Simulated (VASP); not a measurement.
A run of VASP 6.6.1 is set up as follows.

Contents of INCAR:

```
PREC     = Accurate       # precision mode
ENCUT    = 520            # plane-wave cutoff, eV
EDIFF    = 1E-6           # SCF threshold, eV
ISMEAR   = 0              # smearing method
SIGMA    = 0.1            # smearing width, eV
LREAL    = F              # projectors in reciprocal space
LASPH    = T              # aspherical terms in the spheres
NELM     = 100            # most SCF steps
ALGO     = Normal         # electronic algorithm
ISIF     = 2              # what is computed and relaxed
LWAVE    = F              # write WAVECAR
LCHARG   = T              # write CHGCAR
GGA      = PS             # functional
LELF     = T              # ELF
LVHAR    = T            
NBANDS   = 18             # bands
```

The input KPOINTS:

```
Automatic mesh
0
Gamma
  12 12 12
```

The input POSCAR:

```
BiTe
1.0
    0.0000000000      3.2288108755      3.2288108755
    3.2288108755      0.0000000000      3.2288108755
    3.2288108755      3.2288108755      0.0000000000
Bi Te
1 1
Direct
    0.0000000000      0.0000000000      0.0000000000
    0.5000000000      0.5000000000      0.5000000000
```

Potentials or basis: VASP PAW PBE potentials, release 64 (Bi_d, Te).

Command:

```sh
$ cat potpaw_PBE.64/Bi_d/POTCAR potpaw_PBE.64/Te/POTCAR > POTCAR
$ mpirun -np 1 vasp_std > vasp.out
```

Task: Estimate the pressure.

Result: -1.5 GPa.

Caveat: the PAW data sets were made with another functional, which shifts forces and pressure a little.
